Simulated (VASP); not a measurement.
Runs of VASP 6.6.1 on C. The structure is that of space group Fd-3m (No. 227), or close to it. The cells are those of the table. 

```csv
task,level,cell,k mesh,grid for exact exchange (PRECFOCK),share of exact exchange,screening parameter,gap on the mesh (eV),pressure (GPa)
dielectric tensor,r2SCAN,"a = 2.558, b = 2.558, c = 2.618 Å, angles 59.2, 59.2, 61.6°, 2 atoms",10 × 10 × 10,-,-,-,3.01,-
dielectric tensor,r2SCAN,"a = 2.489, b = 2.489, c = 2.442 Å, angles 60.6, 60.6, 58.8°, 2 atoms",10 × 10 × 10,-,-,-,3.98,-
single point,HSE06,"a = 2.489, b = 2.489, c = 2.442 Å, angles 60.6, 60.6, 58.8°, 2 atoms",8 × 8 × 8,Normal,0.25,0.2079 1/Å,(b),22.3
single point,HSE06,"a = 2.498, b = 2.498, c = 2.467 Å, angles 60.4, 60.4, 59.2°, 2 atoms",8 × 8 × 8,Normal,0.25,0.2079 1/Å,5.04,12.6
single point,HSE06,"a = 2.508, b = 2.508, c = 2.492 Å, angles 60.2, 60.2, 59.6°, 2 atoms",8 × 8 × 8,Normal,0.25,0.2079 1/Å,5.17,(d)
single point,HSE06,"a = 2.479, b = 2.479, c = 2.417 Å, angles 60.8, 60.8, 58.3°, 2 atoms",8 × 8 × 8,Normal,0.25,0.2079 1/Å,4.77,(a)
dielectric tensor,r2SCAN,"a = 2.479, b = 2.479, c = 2.417 Å, angles 60.8, 60.8, 58.3°, 2 atoms",10 × 10 × 10,-,-,-,(c),-
single point,HSE06,"a = 2.517 Å, angles 60.0°, 2 atoms",8 × 8 × 8,Normal,0.25,0.2079 1/Å,5.29,-4.9
```

Alike in all rows: potentials or basis VASP PAW PBE potentials, release 64 (C); no spin polarisation; cutoff (eV) 520; smearing gaussian 0.01 eV.

Estimate the missing entries.

(a) 32.8; (b) 4.91; (c) 3.83; (d) 3.5.

Caveats: the PAW data sets were made with another functional, which shifts forces and pressure a little; the stress differs along the axes, from -5 to 36 GPa (at least some runs); the stress differs along the axes, from -5 to 21 GPa (at least some runs); the stress differs along the axes, from -5 to 8 GPa (at least some runs); the stress differs along the axes, from -4 to 51 GPa (at least some runs); the cell stands under tension (at least some runs).

A k mesh can miss the band edges.
